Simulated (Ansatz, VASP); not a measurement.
## One calculation of BaTiO3, two programs

```
Ba Ti O
1.0
     3.97275    0.00000    0.00000
     0.00000    3.97275    0.00000
     0.00000    0.00000    4.11141
Ba Ti O
1 1 3
Direct
  0.50000 0.50000 0.58497
  0.00000 0.00000 0.10308
  0.00000 0.50000 0.06296
  0.50000 0.00000 0.06296
  0.00000 0.00000 0.54603
```

Alike in both runs: task single point; functional r2SCAN; k mesh 8 × 8 × 8; occupations gaussian, width 0.02 eV; no spin polarisation.

|  | VASP | Ansatz |
| --- | --- | --- |
| version | VASP 6.6.1 | Ansatz 0.2.0 |
| potentials or method | VASP PAW PBE potentials, release 64 (Ba_sv, Ti_sv, O), cutoff 520 eV | scalar-relativistic, plane waves, PAW |
| valence electrons in the cell | 40 | 40 |

```csv
,VASP,Ansatz,Ansatz less VASP
gap on the k mesh at the Fermi level (eV),2.21,2.23,+0.018
least direct gap on the mesh (eV),2.71,2.70,-0.011
pressure (GPa),1.9,0.0,-1.93
"traceless stress, the component that is largest in VASP (GPa)",0.16,0.05,-0.111
rms of the force components (eV/Å),0.062,0.002,-0.0604
```

VASP's potentials were made for PBE, not for r2SCAN. Atom by atom the forces differ by 0.060 eV/Å (rms over components). With one functional, cell and mesh, what is left measures potentials, basis and numerics.

Spin-orbit coupling is off throughout.
